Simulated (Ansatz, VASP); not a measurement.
# B: VASP beside Ansatz

The input INCAR:

```
PREC = Accurate
ENCUT = 520
EDIFF = 1E-8
ISMEAR = -1
SIGMA = 0.05
LREAL = False
LASPH = True
NELM = 100
ALGO = Normal
ISIF = 2
LWAVE = False
LCHARG = False
GGA = PE
LEFG = True
NBANDS = 30
```

File KPOINTS:

```
Automatic mesh
0
Gamma
  7 7 7
```

The input POSCAR:

```
B
1.0
    2.4589507939      1.4196759028      4.1935000000
   -2.4589507939      1.4196759028      4.1935000000
    0.0000000000     -2.8393518055      4.1935000000
B
12
Direct
    0.0100635734      0.6543546593      0.0100635734
    0.0100635734      0.0100635734      0.6543546593
    0.6543546593      0.0100635734      0.0100635734
    0.9899364266      0.3456453407      0.9899364266
    0.3456453407      0.9899364266      0.9899364266
    0.9899364266      0.9899364266      0.3456453407
    0.2206205359      0.6312326172      0.2206205359
    0.2206205359      0.2206205359      0.6312326172
    0.6312326172      0.2206205359      0.2206205359
    0.7793794641      0.3687673828      0.7793794641
    0.3687673828      0.7793794641      0.7793794641
    0.7793794641      0.7793794641      0.3687673828
```

Input for Ansatz:

```yaml
crystal:
  lattice:
    - [2.4589507939, 1.4196759028, 4.1935]
    - [-2.4589507939, 1.4196759028, 4.1935]
    - [0.0, -2.8393518055, 4.1935]
  atoms:
    - { symbol: B, position: [0.0100635734, 0.6543546593, 0.0100635734] }
    - { symbol: B, position: [0.0100635734, 0.0100635734, 0.6543546593] }
    - { symbol: B, position: [0.6543546593, 0.0100635734, 0.0100635734] }
    - { symbol: B, position: [0.9899364266, 0.3456453407, 0.9899364266] }
    - { symbol: B, position: [0.3456453407, 0.9899364266, 0.9899364266] }
    - { symbol: B, position: [0.9899364266, 0.9899364266, 0.3456453407] }
    - { symbol: B, position: [0.2206205359, 0.6312326172, 0.2206205359] }
    - { symbol: B, position: [0.2206205359, 0.2206205359, 0.6312326172] }
    - { symbol: B, position: [0.6312326172, 0.2206205359, 0.2206205359] }
    - { symbol: B, position: [0.7793794641, 0.3687673828, 0.7793794641] }
    - { symbol: B, position: [0.3687673828, 0.7793794641, 0.7793794641] }
    - { symbol: B, position: [0.7793794641, 0.7793794641, 0.3687673828] }
kpoints:
  mp_grid: { grid: [7, 7, 7] }
scf:
  occupations: { method: fermi_dirac, width: 0.05 }
  convergence: { dr2_threshold: 1.0e-06 }
hamiltonian:
  xc: pbe
  pseudopotentials: { kind: paw, source: ansatz }
output:
  forces: true
  stress: true
  populations: true
  efg: { quadrupole_moments_barn: { B: 0.04059 }, contact_densities: true }
  write_density: true
  write_potential: true
  elf: true
  volumetric_format: npy
```

Alike in both runs: task electric field gradients; functional PBE; k mesh 7 × 7 × 7; occupations fermi-dirac, width 0.05 eV; no spin polarisation.

```csv
,VASP,Ansatz
version,VASP 6.6.1,Ansatz 0.2.0
potentials or method,"VASP PAW PBE potentials, release 64 (B)","plane-wave PAW, scalar-relativistic"
plane-wave cutoff (eV),520,710
valence electrons in the cell,36,36
```

|  | VASP | Ansatz | Ansatz less VASP |
| --- | --- | --- | --- |
| pressure (GPa) | -2.1 | -2.2 | -0.09 |
| traceless stress, the component that is largest in VASP (GPa) | 0.18 | 0.18 | +0.003 |
| rms of the force components (eV/Å) | 0.007 | 0.002 | -0.0053 |
| size of Vzz on the site where it differs most (V/Å²) | 16.6 | 15.5 | -1.14 |

Atom by atom the forces differ by 0.008 eV/Å (rms over components). Ansatz's warnings: force scf threshold loose, stress scf threshold loose.
